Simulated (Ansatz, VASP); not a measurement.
Two plane-wave programs on SnO2

Contents of POSCAR:

```
SnO2
1.0
    4.7592005654      0.0000000000      0.0000000000
    0.0000000000      4.7592005654      0.0000000000
    0.2881142968      0.0000000000      3.2012699648
Sn O
2 4
Direct
    0.5000000000      0.5000000000      0.5000000000
    0.0000000000      0.0000000000      0.0000000000
    0.1988351805      0.8099762774      0.4885388368
    0.8011648195      0.1900237226      0.5114611632
    0.3011648195      0.3099762774      0.0114611632
    0.6988351805      0.6900237226     -0.0114611632
```

File INCAR.step1:

```
SYSTEM = SnO2
PREC     = Accurate       ! precision mode
ENCUT    = 520            ! plane-wave cutoff, eV
ISMEAR   = 0              ! smearing method
SIGMA    = 0.02           ! smearing width, eV
LREAL    = .False.        ! projectors in reciprocal space
LASPH    = .True.         ! aspherical terms in the spheres
NELM     = 60             ! most SCF steps
NBANDS   = 35             ! bands
GGA      = PE             ! functional
ALGO     = Normal         ! electronic algorithm
EDIFF    = 1E-4           ! SCF threshold, eV
LWAVE    = .True.         ! write WAVECAR
LCHARG   = .False.        ! write CHGCAR
```

INCAR.step2

```
SYSTEM = SnO2
PREC     = Accurate       ! precision mode
ENCUT    = 520            ! plane-wave cutoff, eV
EDIFF    = 1E-6           ! SCF threshold, eV
ISMEAR   = 0              ! smearing method
SIGMA    = 0.02           ! smearing width, eV
LREAL    = .False.        ! projectors in reciprocal space
LASPH    = .True.         ! aspherical terms in the spheres
NELM     = 60             ! most SCF steps
ALGO     = Normal         ! electronic algorithm
ISIF     = 2              ! what is computed and relaxed
LWAVE    = .False.        ! write WAVECAR
LCHARG   = .False.        ! write CHGCAR
METAGGA  = R2SCAN         ! meta-GGA
LMIXTAU  = .True.       
NBANDS   = 35             ! bands
ISTART   = 1
```

Contents of KPOINTS:

```
Automatic mesh
0
Gamma
  6 6 8
  0 0 0
```

Input for Ansatz:

```yaml
crystal:
  lattice:
    - [4.7592005654, 0.0, 0.0]
    - [0.0, 4.7592005654, 0.0]
    - [0.2881142968, 0.0, 3.2012699648]
  atoms:
    - { symbol: Sn, position: [0.5, 0.5, 0.5] }
    - { symbol: Sn, position: [0.0, 0.0, 0.0] }
    - { symbol: O, position: [0.1988351805, 0.8099762774, 0.4885388368] }
    - { symbol: O, position: [0.8011648195, 0.1900237226, 0.5114611632] }
    - { symbol: O, position: [0.3011648195, 0.3099762774, 0.0114611632] }
    - { symbol: O, position: [0.6988351805, 0.6900237226, -0.0114611632] }
basis:
  ecutwfc: 500
kpoints:
  mp_grid: { grid: [6, 6, 8] }
  band_path: { path: [VBM, CBM], npoints: 2 }
hamiltonian:
  xc: r2scan
scf:
  occupations: { method: gaussian, width: 0.02 }
output:
  forces: true
  stress: true
  eigenvalues: true
checkpoint:
  read: start.run
  write: ck
  compress: false
  write_wavefunctions: false
  write_every: 100000
```

Alike in both runs: task single point; functional r2SCAN; k mesh 6 × 6 × 8; occupations gaussian, width 0.02 eV; no spin polarisation.

|  | VASP | Ansatz |
| --- | --- | --- |
| version | VASP 6.6.1 | Ansatz 0.2.0 |
| potentials or method | VASP PAW PBE potentials, release 64 (Sn_d, O), cutoff 520 eV | scalar-relativistic, plane waves, PAW |
| valence electrons in the cell | 52 | 52 |

Ansatz gave:

| Property | Result |
| --- | --- |
| gap on the k mesh at the Fermi level (eV) | 1.67 |
| least direct gap on the mesh (eV) | 1.67 |
| pressure (GPa) | 0.0 |
| traceless stress, the component that is largest in VASP (GPa) | -8.85 |
| rms of the force components (eV/Å) | 0.004 |

Task: Which values does VASP return?

Result: gap on the k mesh at the Fermi level (eV): 1.69; least direct gap on the mesh (eV): 1.69; pressure (GPa): 1.2; traceless stress, the component that is largest in VASP (GPa): -9.02; rms of the force components (eV/Å): 0.017.

VASP's potentials were made for PBE, not for r2SCAN. Atom by atom the forces differ by 0.018 eV/Å (rms over components). With one functional, cell and mesh, what is left measures potentials, basis and numerics.
